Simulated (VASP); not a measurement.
# W (Im-3m) in VASP: a series of runs

Runs on W. Level: r2SCAN. Tasks: single point.

Everything below comes from runs of VASP 6.6.1. Logs are shortened: lines on timing, memory, paths and dates and some standing lists are left out, and cuts for length are marked.

**1. The cell of the first run**

It takes space group Im-3m (No. 229, cubic). The conventional cell has a = 3.170 Å, b = 3.170 Å, c = 3.170 Å, α = 90.00°, β = 90.00°, γ = 90.00°. W (site symmetry m-3m) has 14 W at 2.74 to 3.17 Å within 3.6 Å.

**2. Single point, r2SCAN**

File POSCAR:

```
W
1.0
   -1.5848038465      1.5848038465      1.5848038465
    1.5848038465     -1.5848038465      1.5848038465
    1.5848038465      1.5848038465     -1.5848038465
W
1
Direct
    0.0000000000      0.0000000000      0.0000000000
```

File INCAR.step1:

```
ALGO     = Normal         # electronic algorithm
EDIFF    = 1E-4           # SCF threshold, eV
ENCUT    = 520            # plane-wave cutoff, eV
GGA      = PE             # functional
ISMEAR   = 1              # smearing method
LASPH    = T              # aspherical terms in the spheres
LCHARG   = F              # write CHGCAR
LREAL    = F              # projectors in reciprocal space
LWAVE    = T              # write WAVECAR
NBANDS   = 13             # bands
NELM     = 60             # most SCF steps
PREC     = Accurate       # precision mode
SIGMA    = 0.2            # smearing width, eV
```

File INCAR.step2:

```
ALGO     = Normal         # electronic algorithm
EDIFF    = 1E-6           # SCF threshold, eV
ENCUT    = 520            # plane-wave cutoff, eV
ISIF     = 2              # what is computed and relaxed
ISMEAR   = 1              # smearing method
ISTART   = 1            
LASPH    = T              # aspherical terms in the spheres
LCHARG   = F              # write CHGCAR
LMIXTAU  = T            
LREAL    = F              # projectors in reciprocal space
LWAVE    = F              # write WAVECAR
METAGGA  = R2SCAN         # meta-GGA
NBANDS   = 13             # bands
NELM     = 60             # most SCF steps
PREC     = Accurate       # precision mode
SIGMA    = 0.2            # smearing width, eV
```

File KPOINTS:

```
k-points
0
Gamma
  14 14 14
```

Potentials or basis: VASP PAW PBE potentials, release 64 (W_sv).

Command:

```sh
> cat potpaw_PBE.64/W_sv/POTCAR > POTCAR
> cp INCAR.step1 INCAR
> mpirun -np 1 vasp_std > vasp.out
> cp INCAR.step2 INCAR
> mpirun -np 1 vasp_std > vasp.out
```

OUTCAR:

```text
EDIFF = 1E-6
   ENCUT = 520
   ISIF = 2
   ISMEAR = 1
   ISTART = 1
   LASPH = T
   LREAL = F
   METAGGA = R2SCAN
   NELM = 60
   PREC = Accurate

 ion  position               nearest neighbor table
   1  0.000  0.000  0.000-

  LATTYP: Found a body centered cubic cell.
 ALAT       =     3.1696076930

  Lattice vectors:

 A1 = (  -1.5848038465,   1.5848038465,   1.5848038465)
 A2 = (   1.5848038465,  -1.5848038465,   1.5848038465)
 A3 = (   1.5848038465,   1.5848038465,  -1.5848038465)

Analysis of symmetry for initial positions (statically):
=====================================================================
 Subroutine PRICEL returns:
 Original cell was already a primitive cell.

 Routine SETGRP: Setting up the symmetry group for a
 body centered cubic supercell.

 Subroutine GETGRP returns: Found 48 space group operations
 (whereof 48 operations were pure point group operations)
 out of a pool of 48 trial point group operations.

The static configuration has the point symmetry O_h .

Analysis of symmetry for dynamics (positions and initial velocities):
=====================================================================
 Subroutine PRICEL returns:
 Original cell was already a primitive cell.

 Routine SETGRP: Setting up the symmetry group for a
 body centered cubic supercell.

 Subroutine GETGRP returns: Found 48 space group operations
 (whereof 48 operations were pure point group operations)
 out of a pool of 48 trial point group operations.

The dynamic configuration has the point symmetry O_h .

 Subroutine INISYM returns: Found 48 space group operations
 (whereof 48 operations are pure point group operations),
 and found     1 'primitive' translations

----------------------------------------------------------------------------------------

                                     Primitive cell

  volume of cell :      15.9216

  direct lattice vectors                    reciprocal lattice vectors
    -1.584803847  1.584803847  1.584803847     0.000000000  0.315496458  0.315496458
     1.584803847 -1.584803847  1.584803847     0.315496458  0.000000000  0.315496458
     1.584803847  1.584803847 -1.584803847     0.315496458  0.315496458  0.000000000

  length of vectors
     2.744960782  2.744960782  2.744960782     0.446179370  0.446179370  0.446179370

  position of ions in fractional coordinates (direct lattice)
     0.000000000  0.000000000  0.000000000

  ion indices of the primitive-cell ions
   primitive index   ion index
                 1           1

----------------------------------------------------------------------------------------

 KPOINTS: k-points

Automatic generation of k-mesh.
 Grid dimensions read from file:
 generate k-points for:   14   14   14

 Generating k-lattice:

  Cartesian coordinates                     Fractional coordinates (reciprocal lattice)
     0.000000000  0.022535461  0.022535461     0.071428571  0.000000000  0.000000000
     0.022535461  0.000000000  0.022535461     0.000000000  0.071428571  0.000000000
     0.022535461  0.022535461  0.000000000     0.000000000  0.000000000  0.071428571

  Length of vectors
     0.031869955  0.031869955  0.031869955

  Shift w.r.t. Gamma in fractional coordinates (k-lattice)
     0.000000000  0.000000000  0.000000000

 Subroutine IBZKPT returns following result:
 ===========================================

 Found    104 irreducible k-points:

 Following reciprocal coordinates:
            Coordinates               Weight
  0.000000  0.000000  0.000000      1.000000
  0.071429  0.000000  0.000000     12.000000
  0.142857  0.000000  0.000000     12.000000
  0.214286  0.000000  0.000000     12.000000
  0.285714  0.000000  0.000000     12.000000
  0.357143  0.000000  0.000000     12.000000
[... 16 lines left out ...]
  0.285714  0.285714  0.000000     24.000000
  0.357143  0.285714  0.000000     24.000000
 [... further k-points ...]
   k-points           NKPTS =    104   k-points in BZ     NKDIM =    104   number of bands    NBANDS=     13
   number of dos      NEDOS =    301   number of ions     NIONS =      1
   total plane-waves  NPLWV =   8000
   dimension x,y,z NGX =    20 NGY =   20 NGZ =   20
   dimension x,y,z NGXF=    40 NGYF=   40 NGZF=   40
   ions per type =               1
   NGX,Y,Z   is equivalent  to a cutoff of  12.11, 12.11, 12.11 a.u.
   NGXF,Y,Z  is equivalent  to a cutoff of  24.23, 24.23, 24.23 a.u.
 SYSTEM =  unknown system
   PREC   = accura    normal or accurate (medium, high low for compatibility)
   ISTART =      1    job   : 0-new  1-cont  2-samecut
   ICHARG =      0    charge: 1-file 2-atom 10-const
   ISPIN  =      1    spin polarized calculation?
   LNONCOLLINEAR =      F non collinear calculations
   LSORBIT =      F    spin-orbit coupling
   LASPH  =      T    aspherical Exc in radial PAW
   ENCUT  =  520.0 eV  38.22 Ry    6.18 a.u.   5.10  5.10  5.10*2*pi/ulx,y,z
   NELM   =     60;   NELMIN=  2; NELMDL=  0     # of ELM steps
   EDIFF  = 0.1E-05   stopping-criterion for ELM
   LREAL  =      F    real-space projection
   EDIFFG = 0.1E-04   stopping-criterion for IOM
   NSW    =      0    number of steps for IOM
   IBRION =     -1    ionic relax: 0-MD 1-quasi-New 2-CG
   NFREE  =      0    steps in history (QN), initial steepest desc. (CG)
   ISIF   =      2    stress and relaxation
   ISYM   =      2    0-nonsym 1-usesym 2-fastsym
   POTIM  = 0.5000    time-step for ionic-motion
   TEBEG  =    0.0;   TEEND  =   0.0 temperature during run
   PSTRESS=    0.0 pullay stress
   NELECT =      14.0000    total number of electrons
   NUPDOWN=      -1.0000    fix difference up-down
   EMIN   =  10.00;   EMAX   =-10.00  energy-range for DOS
   EFERMI =   0.00;   METHOD = LEGACY
   ISMEAR =     1;   SIGMA  =   0.20  broadening in eV -4-tet -1-fermi 0-gaus
   EFERMI_NEDOS =   21; number of points for ismear=-14 and -15
   IALGO  =     38    algorithm
   IMIX   =      4    mixing-type and parameters
     AMIX     =   0.40;   BMIX     =  1.00
     AMIX_MAG =   1.60;   BMIX_MAG =  1.00
  volume/ion in A,a.u.               =      15.92       107.44
  Fermi-wavevector in a.u.,A,eV,Ry     =   1.568395  2.963836 33.468448  2.459862
  Thomas-Fermi vector in A             =   2.670432
   LORBIT       =      0    0 simple, 1 ext, 2 COOP (PROOUT), +10 PAW based schemes
   METAGGA = R2SCAN    functional components
   LHFCALC =     F    Hartree Fock is set to
   AEXX    =    0.0000 exact exchange contribution
   IVDW    =     0    specifies the selected vdW correction
   LEPSILON=     F    determine dielectric tensor
   LRPA    =     F    only Hartree local field effects (RPA)
 non-spin polarized calculation
 Methfessel and Paxton  Order N= 1 SIGMA  =   0.20
  energy-cutoff  :      520.00
  volume of cell :       15.92
 maximum number of plane-waves:       444
   NGX = 11   NGY = 11   NGZ = 11

 number of electron      14.0000003 magnetization

 Free energy of the ion-electron system (eV)
  ---------------------------------------------------
  ext. energy  EPLUGINS =         0.00000000
  ---------------------------------------------------
  free energy    TOTEN  =       -51.34535311 eV

  energy without entropy =      -51.34423461  energy(sigma->0) =      -51.34498028

 E-fermi :  11.3044     XC(G=0): -14.9346

 val. band max:       11.3042208371   @ k =  -0.4286   0.5000   0.2857
 cond. band min:      11.3273823614   @ k =   0.5000   0.5000   0.2857
 fundamental gap:      0.0231615243
 Fermi energy:        11.3044085251

 k-point     1 :       0.0000    0.0000    0.0000
  band No.  band energies     occupation
      1     -64.9116      2.00000
      2     -27.7761      2.00000
      3     -27.7761      2.00000
      4     -27.7761      2.00000
      5       1.1216      2.00000
      6       9.9454      2.00000
      7       9.9454      2.00000
      8       9.9454      2.00000
      9      13.7694     -0.00000
     10      13.7694     -0.00000
     11      26.4770      0.00000
     12      26.4770      0.00000
     13      26.4770      0.00000

 k-point     2 :       0.0714    0.0000    0.0000
  band No.  band energies     occupation
      1     -64.9043      2.00000
      2     -27.8486      2.00000
      3     -27.7985      2.00000
      4     -27.7764      2.00000
      5       1.3775      2.00000
      6       9.7888      2.00000
      7       9.9059      2.00000
      8      10.1919      2.00000
      9      13.5231     -0.00000
     10      13.7692     -0.00000
     11      26.6907      0.00000
     12      26.9132      0.00000
     13      27.0838      0.00000

 k-point     3 :       0.1429    0.0000    0.0000
  band No.  band energies     occupation
      1     -64.8839      2.00000
      2     -28.0481      2.00000
      3     -27.8609      2.00000
      4     -27.7774      2.00000
      5       2.0970      2.00000
      6       9.3775      2.00000
      7       9.7254      2.00000
      8      10.9171      2.01953
      9      13.1008     -0.00000
     10      13.7890     -0.00000
     11      27.1334      0.00000
     12      28.1580      0.00000
     13      28.4248      0.00000
[... 305 lines left out ...]
 k-point    23 :       0.2857    0.2857    0.0000
  band No.  band energies     occupation
      1     -64.7503      2.00000
      2     -28.8659      2.00000
      3     -28.5074      2.00000
      4     -27.9376      2.00000
      5       6.4681      2.00000
      6       7.9056      2.00000
      7       8.8919      2.00000
      8      13.6402     -0.00000
      9      14.5472     -0.00000
     10      20.2913      0.00000
     11      21.0360      0.00000
     12      24.9864      0.00000
     13      28.6603      0.00000

 k-point    24 :       0.3571    0.2857    0.0000
  band No.  band energies     occupation
      1     -64.7456      2.00000
      2     -28.8146      2.00000
      3     -28.6080      2.00000
      4     -27.9447      2.00000
      5       6.5753      2.00000
      6       8.0646      2.00000
      7       8.7800      2.00000
      8      13.9060     -0.00000
      9      14.5170     -0.00000
     10      20.0926      0.00000
     11      21.7330      0.00000
     12      23.8778      0.00000
     13      29.1391      0.00000

 [... further k-points ...]
[... 5 lines left out ...]
  --------------------------------------------------------------------------------------
  -------------------------------------------------------------------------------------
  Total        0.1377378      0.1377378      0.1377378     -0.0000000      0.0000000      0.0000000
  in kB       13.8604450     13.8604450     13.8604450     -0.0000000      0.0000000      0.0000000
  external PRESSURE =      13.8604450 kB  Pullay stress =       0.0000000 kB

 VOLUME and BASIS-vectors are now :
 -----------------------------------------------------------------------------
  energy-cutoff  :      520.00
  volume of cell :       15.92
      direct lattice vectors                 reciprocal lattice vectors
    -1.584803847  1.584803847  1.584803847     0.000000000  0.315496458  0.315496458
     1.584803847 -1.584803847  1.584803847     0.315496458  0.000000000  0.315496458
     1.584803847  1.584803847 -1.584803847     0.315496458  0.315496458  0.000000000

 POSITION                                       TOTAL-FORCE (eV/Angst)
 -----------------------------------------------------------------------------------
      0.00000      0.00000      0.00000        -0.000000      0.000000      0.000000
 -----------------------------------------------------------------------------------
    total drift:                                0.000000     -0.000000      0.000000

  FREE ENERGIE OF THE ION-ELECTRON SYSTEM (eV)
  ---------------------------------------------------
  free  energy   TOTEN  =       -51.3453531127 eV

  energy  without entropy=      -51.3442346062  energy(sigma->0) =      -51.34498028
```

It took 84 s on 1 thread of Intel Xeon 8259CL, shared host; peak memory 0.14 GiB.

Results:

| Quantity | Value |
| --- | --- |
| Free energy | -51.3454 eV |
| Pressure | 1.4 GPa |
| Band gap on the k mesh | zero (bands 7 and 8 overlap by 6.58 eV) |

Caveat: the PAW data sets were made with another functional, which shifts forces and pressure a little; spin-orbit coupling is left out, which moves the levels of the heavy elements.

[end of part 1 of 2]
